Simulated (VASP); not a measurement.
# GeH4 in VASP: further runs

GeH4 is run at these levels: PBEsol; tasks: single point.

Everything below comes from runs of VASP 6.6.1. Logs are shortened: lines on timing, memory, paths and dates and some standing lists are left out, and cuts for length are marked.

### 1 The cell of the first run

The cell holds a molecule in a box, 5 atoms: a = 12.000 Å, b = 12.000 Å, c = 12.000 Å, α = 90.00°, β = 90.00°, γ = 90.00°.

### 2 Single point, PBEsol (last atom moved by 0.04 Å along z)

The input, INCAR:

```
SYSTEM = GeH4
GGA      = PS             ! functional
ISMEAR   = 0              ! smearing method
SIGMA    = 0.03           ! smearing width, eV
LWAVE    = .False.        ! write WAVECAR
LCHARG   = .False.        ! write CHGCAR
ISIF     = 0              ! what is computed and relaxed
PREC     = Accurate       ! precision mode
LASPH    = .True.         ! aspherical terms in the spheres
LREAL    = Auto         
ALGO     = Normal         ! electronic algorithm
EDIFF    = 1E-6           ! SCF threshold, eV
NELM     = 120            ! most SCF steps
GGA_COMPAT= .False.      
ENCUT    = 400            ! plane-wave cutoff, eV
EFERMI   = MIDGAP       
ROPT     = -0.00025 -0.00025
```

The input, KPOINTS:

```
k-points
0
Gamma
  1 1 1
```

The input, POSCAR:

```
GeH4
1.0
   12.0000000000      0.0000000000      0.0000000000
    0.0000000000     12.0000000000      0.0000000000
    0.0000000000      0.0000000000     12.0000000000
Ge H
1 4
Direct
    0.5048708300      0.4726291700      0.5210166700
    0.6005375000      0.4095958300      0.5777333300
    0.4016291700      0.4701208300      0.5963666700
    0.4774291700      0.4168625000      0.4093000000
    0.5398458300      0.5939041700      0.5040083300
```

Potentials or basis: VASP PAW PBE potentials, release 64 (Ge_d, H).

Run with:

```sh
> cat potpaw_PBE.64/Ge_d/POTCAR potpaw_PBE.64/H/POTCAR > POTCAR
> mpirun -np 1 vasp_gam > vasp.out
```

OUTCAR:

```text
SYSTEM = GeH4
   GGA = PS
   ISMEAR = 0
   ISIF = 0
   PREC = Accurate
   LASPH = .True.
   LREAL = Auto
   EDIFF = 1E-6
   NELM = 120
   ENCUT = 400
   EFERMI = MIDGAP

 Found      1 irreducible k-points:

 Following reciprocal coordinates:
            Coordinates               Weight
  0.000000  0.000000  0.000000      1.000000
   k-points           NKPTS =      1   k-points in BZ     NKDIM =      1   number of bands    NBANDS=     13
   number of dos      NEDOS =    301   number of ions     NIONS =      5
   total plane-waves  NPLWV = 512000
   dimension x,y,z NGX =    80 NGY =   80 NGZ =   80
   dimension x,y,z NGXF=   160 NGYF=  160 NGZF=  160
   ions per type =               1   4
   NGX,Y,Z   is equivalent  to a cutoff of  11.08, 11.08, 11.08 a.u.
   NGXF,Y,Z  is equivalent  to a cutoff of  22.17, 22.17, 22.17 a.u.
 SYSTEM =  GeH4
   PREC   = accura    normal or accurate (medium, high low for compatibility)
   ISTART =      0    job   : 0-new  1-cont  2-samecut
   ICHARG =      2    charge: 1-file 2-atom 10-const
   ISPIN  =      1    spin polarized calculation?
   LNONCOLLINEAR =      F non collinear calculations
   LSORBIT =      F    spin-orbit coupling
   LASPH  =      T    aspherical Exc in radial PAW
   ENCUT  =  400.0 eV  29.40 Ry    5.42 a.u.  19.57 19.57 19.57*2*pi/ulx,y,z
   NELM   =    120;   NELMIN=  2; NELMDL= -5     # of ELM steps
   EDIFF  = 0.1E-05   stopping-criterion for ELM
   LREAL  =      T    real-space projection
   EDIFFG = 0.1E-04   stopping-criterion for IOM
   NSW    =      0    number of steps for IOM
   IBRION =     -1    ionic relax: 0-MD 1-quasi-New 2-CG
   NFREE  =      0    steps in history (QN), initial steepest desc. (CG)
   ISIF   =      0    stress and relaxation
   ISYM   =      2    0-nonsym 1-usesym 2-fastsym
   POTIM  = 0.5000    time-step for ionic-motion
   TEBEG  =    0.0;   TEEND  =   0.0 temperature during run

   SCALEE = 1.0000    scale energy and forces
   PSTRESS=    0.0 pullay stress
   NELECT =      18.0000    total number of electrons
   NUPDOWN=      -1.0000    fix difference up-down
   EMIN   =  10.00;   EMAX   =-10.00  energy-range for DOS
   EFERMI =   0.00;   METHOD = MIDGAP
   ISMEAR =     0;   SIGMA  =   0.03  broadening in eV -4-tet -1-fermi 0-gaus
   EFERMI_NEDOS =   21; number of points for ismear=-14 and -15
   IALGO  =     38    algorithm
   IMIX   =      4    mixing-type and parameters
     AMIX     =   0.40;   BMIX     =  1.00
     AMIX_MAG =   1.60;   BMIX_MAG =  1.00
  volume/ion in A,a.u.               =     345.60      2332.22
  Fermi-wavevector in a.u.,A,eV,Ry     =   0.357534  0.675642  1.739244  0.127831
  Thomas-Fermi vector in A             =   1.275008
   LORBIT       =      0    0 simple, 1 ext, 2 COOP (PROOUT), +10 PAW based schemes
   GGA     = PS    functional components
   LHFCALC =     F    Hartree Fock is set to
   AEXX    =    0.0000 exact exchange contribution
   IVDW    =     0    specifies the selected vdW correction
   LEPSILON=     F    determine dielectric tensor
   LRPA    =     F    only Hartree local field effects (RPA)

   CSHIFT  =0.1000    complex shift for real part using Kramers Kronig

   OMEGAMAX=  -1.0    maximum frequency
 non-spin polarized calculation
 Gauss-broadening in eV      SIGMA  =   0.03
  energy-cutoff  :      400.00
  volume of cell :     1728.00
 maximum number of plane-waves:     15720
 NGX is ok and might be reduce to    80
   NGX = 39   NGY = 39   NGZ = 39

 number of electron      17.9999981 magnetization

 Free energy of the ion-electron system (eV)
  ---------------------------------------------------
  ext. energy  EPLUGINS =         0.00000000
  ---------------------------------------------------
  free energy    TOTEN  =       -17.41146049 eV

  energy without entropy =      -17.41146049  energy(sigma->0) =      -17.41146049

 E-fermi :  -4.3615     XC(G=0):  -0.5909

 val. band max:       -8.0703227092   @ k =   0.0000   0.0000   0.0000
 cond. band min:      -0.6526704142   @ k =   0.0000   0.0000   0.0000
 fundamental gap:      7.4176522951
 Fermi energy:        -4.3614965617

 k-point     1 :       0.0000    0.0000    0.0000
  band No.  band energies     occupation
      1     -28.3562      2.00000
      2     -28.3553      2.00000
      3     -28.3532      2.00000
      4     -28.2783      2.00000
      5     -28.2758      2.00000
      6     -14.0067      2.00000
      7      -8.1557      2.00000
      8      -8.0961      2.00000
      9      -8.0703      2.00000
     10      -0.6527      0.00000
     11       0.2896      0.00000
     12       0.3491      0.00000
     13       0.3857      0.00000

------------------------ aborting loop because EDIFF is reached ----------------------------------------

 VOLUME and BASIS-vectors are now :
 -----------------------------------------------------------------------------
  energy-cutoff  :      400.00
  volume of cell :     1728.00
      direct lattice vectors                 reciprocal lattice vectors
    12.000000000  0.000000000  0.000000000     0.083333333  0.000000000  0.000000000
     0.000000000 12.000000000  0.000000000     0.000000000  0.083333333  0.000000000
     0.000000000  0.000000000 12.000000000     0.000000000  0.000000000  0.083333333

 POSITION                                       TOTAL-FORCE (eV/Angst)
 -----------------------------------------------------------------------------------
      6.05845      5.67155      6.25220        -0.019089     -0.072797      0.077078
      7.20645      4.91515      6.93280        -0.055908      0.013350     -0.029133
      4.81955      5.64145      7.15640         0.045080     -0.024635     -0.037311
      5.72915      5.00235      4.91160         0.025485      0.068286      0.054687
      6.47815      7.12685      6.04810         0.004432      0.015796     -0.065321
 -----------------------------------------------------------------------------------
    total drift:                                0.003735      0.002570     -0.002476

  FREE ENERGIE OF THE ION-ELECTRON SYSTEM (eV)
  ---------------------------------------------------
  free  energy   TOTEN  =       -17.4114604867 eV

  energy  without entropy=      -17.4114604867  energy(sigma->0) =      -17.41146049
```

stdout:

```text
POSCAR found type information on POSCAR GeH
 POSCAR found :  2 types and       5 ions
 scaLAPACK will be used
 -----------------------------------------------------------------------------
|                                                                             |
|                                                                             |
|     You have a (more or less) 'small supercell' and for smaller cells       |
|     it is recommended to use the reciprocal-space projection scheme!        |
|     The real-space optimization is not efficient for small cells and it     |
|     is also less accurate ...                                               |
|     Therefore, set LREAL=.FALSE. in the INCAR file.                         |
|                                                                             |
 -----------------------------------------------------------------------------

 -----------------------------------------------------------------------------
|                                                                             |
|                                                                             |
|     You enforced a specific xc type in the INCAR file but a different       |
|     I HOPE YOU KNOW WHAT YOU ARE DOING!                                     |
|                                                                             |
 -----------------------------------------------------------------------------

 LDA part: xc-table for (Slater+PW92), standard interpolation
 POSCAR, INCAR and KPOINTS ok, starting setup
 FFT: planning ... GRIDC
 FFT: planning ... GRID_SOFT
 FFT: planning ... GRID
 WAVECAR not read
 entering main loop
```

Run time: 54 s. Hardware: 1 thread of Intel Xeon Platinum 8488C (Sapphire Rapids), shared host; peak memory 0.89 GiB.

What came out:

- Free energy: -17.4115 eV
- Largest force: 0.108 eV/Å
- Gap between the frontier levels: 7.42 eV

Forces on the atoms (eV/Å):
```
Ge  -0.019 -0.073  0.077
H   -0.056  0.013 -0.029
H    0.045 -0.025 -0.037
H    0.025  0.068  0.055
H    0.004  0.016 -0.065
```

Caveat: the cell differs from its parent crystal (last atom moved by 0.04 Å along z); the PAW data sets were made with another functional, which shifts forces and pressure a little.

### 3 Single point, PBEsol (last atom moved by 0.04 Å along z)

The input, INCAR:

```
SYSTEM = GeH4
GGA      = PS             ! functional
ISMEAR   = 0              ! smearing method
SIGMA    = 0.03           ! smearing width, eV
LWAVE    = .False.        ! write WAVECAR
LCHARG   = .False.        ! write CHGCAR
ISIF     = 0              ! what is computed and relaxed
PREC     = Accurate       ! precision mode
LASPH    = .True.         ! aspherical terms in the spheres
LREAL    = .False.        ! projectors in reciprocal space
ALGO     = Normal         ! electronic algorithm
EDIFF    = 1E-8           ! SCF threshold, eV
NELM     = 120            ! most SCF steps
GGA_COMPAT= .False.      
ENCUT    = 560            ! plane-wave cutoff, eV
EFERMI   = MIDGAP
```

KPOINTS is that of step 2.

POSCAR is that of step 2.

Potentials or basis: VASP PAW PBE potentials, release 64 (Ge_d, H).

Run with:

```sh
> cat potpaw_PBE.64/Ge_d/POTCAR potpaw_PBE.64/H/POTCAR > POTCAR
> mpirun -np 1 vasp_gam > vasp.out
```

OUTCAR:

```text
SYSTEM = GeH4
   GGA = PS
   ISMEAR = 0
   ISIF = 0
   PREC = Accurate
   LASPH = .True.
   LREAL = .False.
   EDIFF = 1E-8
   NELM = 120
   ENCUT = 560
   EFERMI = MIDGAP

 ion  position               nearest neighbor table
   1  0.505  0.473  0.521-   5 1.53   2 1.53   3 1.53   4 1.53
   2  0.601  0.410  0.578-   1 1.53
   3  0.402  0.470  0.596-   1 1.53
   4  0.477  0.417  0.409-   1 1.53
   5  0.540  0.594  0.504-   1 1.53

  LATTYP: Found a simple cubic cell.
 ALAT       =    12.0000000000

  Lattice vectors:

 A1 = (  12.0000000000,   0.0000000000,   0.0000000000)
 A2 = (   0.0000000000,  12.0000000000,   0.0000000000)
 A3 = (   0.0000000000,   0.0000000000,  12.0000000000)

Analysis of symmetry for initial positions (statically):
=====================================================================
 Subroutine PRICEL returns:
 Original cell was already a primitive cell.

 Routine SETGRP: Setting up the symmetry group for a
 simple cubic supercell.

 Subroutine GETGRP returns: Found  1 space group operations
 (whereof  1 operations were pure point group operations)
 out of a pool of 48 trial point group operations.

[... 138 lines left out ...]
 NGX is ok and might be reduce to    96
   NGX = 47   NGY = 47   NGZ = 47

 number of electron      17.9999993 magnetization

 Free energy of the ion-electron system (eV)
  ---------------------------------------------------
  ext. energy  EPLUGINS =         0.00000000
  ---------------------------------------------------
  free energy    TOTEN  =       -17.42129012 eV

  energy without entropy =      -17.42129012  energy(sigma->0) =      -17.42129012

 E-fermi :  -4.3619     XC(G=0):  -0.5798

 val. band max:       -8.0727276576   @ k =   0.0000   0.0000   0.0000
 cond. band min:      -0.6510796343   @ k =   0.0000   0.0000   0.0000
 fundamental gap:      7.4216480233
 Fermi energy:        -4.3619036460

 k-point     1 :       0.0000    0.0000    0.0000
  band No.  band energies     occupation
      1     -28.3621      2.00000
      2     -28.3613      2.00000
      3     -28.3591      2.00000
      4     -28.2843      2.00000
      5     -28.2818      2.00000
      6     -14.0075      2.00000
      7      -8.1581      2.00000
      8      -8.0985      2.00000
      9      -8.0727      2.00000
     10      -0.6511      0.00000
     11       0.2903      0.00000
     12       0.3498      0.00000
     13       0.3845      0.00000

------------------------ aborting loop because EDIFF is reached ----------------------------------------

 VOLUME and BASIS-vectors are now :
 -----------------------------------------------------------------------------
  energy-cutoff  :      560.00
  volume of cell :     1728.00
      direct lattice vectors                 reciprocal lattice vectors
    12.000000000  0.000000000  0.000000000     0.083333333  0.000000000  0.000000000
     0.000000000 12.000000000  0.000000000     0.000000000  0.083333333  0.000000000
     0.000000000  0.000000000 12.000000000     0.000000000  0.000000000  0.083333333

 POSITION                                       TOTAL-FORCE (eV/Angst)
 -----------------------------------------------------------------------------------
      6.05845      5.67155      6.25220        -0.022729     -0.075351      0.079598
      7.20645      4.91515      6.93280        -0.061401      0.018366     -0.033513
      4.81955      5.64145      7.15640         0.052918     -0.023819     -0.043128
      5.72915      5.00235      4.91160         0.028334      0.072589      0.061382
      6.47815      7.12685      6.04810         0.002877      0.008216     -0.064340
 -----------------------------------------------------------------------------------
    total drift:                               -0.000421     -0.000975      0.000360

  FREE ENERGIE OF THE ION-ELECTRON SYSTEM (eV)
  ---------------------------------------------------
  free  energy   TOTEN  =       -17.4212901151 eV

  energy  without entropy=      -17.4212901151  energy(sigma->0) =      -17.42129012
```

It took 1.7 min on 1 thread of Intel Xeon Platinum 8488C (Sapphire Rapids), shared host; peak memory 1.3 GiB.

What came out:

* Free energy: -17.4213 eV
* Largest force: 0.112 eV/Å
* Gap between the frontier levels: 7.42 eV

Forces in eV/Å, atoms in the order of the input:
```
Ge  -0.023 -0.075  0.080
H   -0.061  0.018 -0.034
H    0.053 -0.024 -0.043
H    0.028  0.073  0.061
H    0.003  0.008 -0.064
```

Caveat: the cell differs from its parent crystal (last atom moved by 0.04 Å along z); the PAW data sets were made with another functional, which shifts forces and pressure a little.
